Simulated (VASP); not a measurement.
A run of VASP 6.6.1 is set up as follows.

Contents of INCAR:

```
SYSTEM = TaTc
PREC = Accurate
ENCUT = 600
EDIFF = 1E-7
ISMEAR = -1
SIGMA = 0.1
LREAL = .FALSE.
LASPH = .TRUE.
NELM = 80
ALGO = Normal
ISIF = 3
LWAVE = .FALSE.
LCHARG = .FALSE.
GGA = B5
ALDAX = 1.0
AGGAX = 1.0
AGGAC = 1.0
ALDAC = 0.0
IVDW = 12
VDW_S6 = 1.0
VDW_S8 = 2.6996
VDW_A1 = 0.4298
VDW_A2 = 4.2359
IBRION = 2
NSW = 80
EDIFFG = -0.01
```

The input KPOINTS:

```
regular mesh
0
G
  10 10 10
  0 0 0
```

File POSCAR:

```
TaTc
1.0
    3.1720000000      0.0000000000      0.0000000000
    0.0000000000      3.1720000000      0.0000000000
    0.0000000000      0.0000000000      3.1720000000
Ta Tc
1 1
Direct
    0.0000000000      0.0000000000      0.0000000000
    0.5000000000      0.5000000000      0.5000000000
```

Potentials or basis: VASP PAW PBE potentials, release 64 (Ta_pv, Tc_pv).

Run with:

```console
$ cat potpaw_PBE.64/Ta_pv/POTCAR potpaw_PBE.64/Tc_pv/POTCAR > POTCAR
$ mpirun -np 1 vasp_std > vasp.out
```

Question: Estimate the dispersion energy per atom.

Answer: -1.600 eV.

Question: What does it give for the relaxed cell?

Answer: a = 3.159 Å, b = 3.159 Å, c = 3.159 Å, α = 90.00°, β = 90.00°, γ = 90.00°.

Final structure:
```
Ta Tc
1.0
     3.15853    0.00000    0.00000
     0.00000    3.15853    0.00000
     0.00000    0.00000    3.15853
Ta Tc
1 1
Direct
  0.00000 0.00000 0.00000
  0.50000 0.50000 0.50000
```
